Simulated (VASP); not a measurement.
# Al6SiN8 (a cell with a defect): single point with LDA

The system is Al6SiN8 (a cell with a defect).

```xyz
15
Lattice="-3.1286 -5.4189 0.0000 4.6929 -2.7094 0.0000 0.0000 0.0000 5.0170" Properties=species:S:1:pos:R:3 pbc="T T T"
Al    1.5655   -4.5374    2.4182
Al    3.0957   -3.5754    4.9374
Al    3.1585   -1.8296    2.4708
Al    1.6812   -0.9304    4.9527
Al   -1.6254   -4.4931    2.4377
Al    1.5388   -6.3408    4.9858
Si   -0.0021   -1.8661    6.7982
N     1.8162   -4.6653    4.2530
N    -0.0059   -3.5367    2.2027
N     0.0264   -1.7950    5.0036
N     3.1882   -3.6485    1.9062
N     3.1450   -1.8256    4.3461
N     1.5192   -0.9593    1.9156
N    -1.8480   -4.7163    4.2706
N     1.5196   -6.3126    1.8315
```

```yaml
Program: VASP 6.6.1
Task: single point
Functional: LDA
Potentials_or_basis: VASP PAW LDA potentials, release 64 (Al, Si, N)
Cutoff: 520 eV
k_mesh: 2 × 2 × 2
Occupations: gaussian, width 0.05 eV
Spin: no spin polarisation
Dipole_correction: no
Charge: 2
Further_INCAR_settings: LREAL = Auto; ALGO = Normal; EDIFF = 1e-06; NBANDS = 44; NELECT = 60.0
```

* Largest force: 0.123 eV/Å

Forces on the atoms (eV/Å):
```
Al   0.032  0.033 -0.051
Al   0.030  0.098  0.067
Al  -0.049 -0.037 -0.094
Al  -0.022 -0.008  0.071
Al  -0.003 -0.088 -0.084
Al  -0.033  0.011  0.022
Si  -0.011  0.039  0.051
N   -0.070 -0.028 -0.002
N    0.002  0.010  0.004
N    0.045  0.010 -0.098
N    0.064 -0.062 -0.016
N    0.057  0.040  0.048
N   -0.052 -0.037  0.020
N    0.000  0.047  0.064
N    0.011 -0.026 -0.001
```

Levels at points of the mesh, in eV from the Fermi level:
```csv
k point,band 28,band 29,band 30,band 31,band 32,band 33
"(0.00, 0.00, 0.00)",-0.62,-0.44,0.09,0.25,0.50,4.32
"(0.50, 0.00, 0.00)",-0.67,-0.20,-0.06,0.06,0.18,5.61
"(0.00, 0.50, 0.00)",-0.56,-0.28,-0.06,0.14,0.54,5.50
"(0.50, 0.50, 0.00)",-0.67,-0.37,-0.25,-0.17,0.46,6.17
"(0.00, 0.00, 0.50)",-0.66,-0.58,-0.15,0.11,0.35,5.17
"(0.50, 0.00, 0.50)",-0.78,-0.62,-0.35,0.08,0.64,5.78
"(0.00, 0.50, 0.50)",-0.88,-0.78,-0.10,0.09,0.28,5.26
"(0.50, 0.50, 0.50)",-0.81,-0.72,-0.31,0.14,0.48,5.87
```

Wall time 69 s on 1 thread of Intel(R) Xeon(R) Platinum 8488C (Sapphire Rapids), on a shared host, peak memory 0.22 GiB.

Caveat: the k points lie up to 0.63 Å⁻¹ apart; the cell carries a net charge on a neutralising background, which shifts energy and pressure; the cell is charged against a uniform background, so pressure and absolute levels hang on convention.
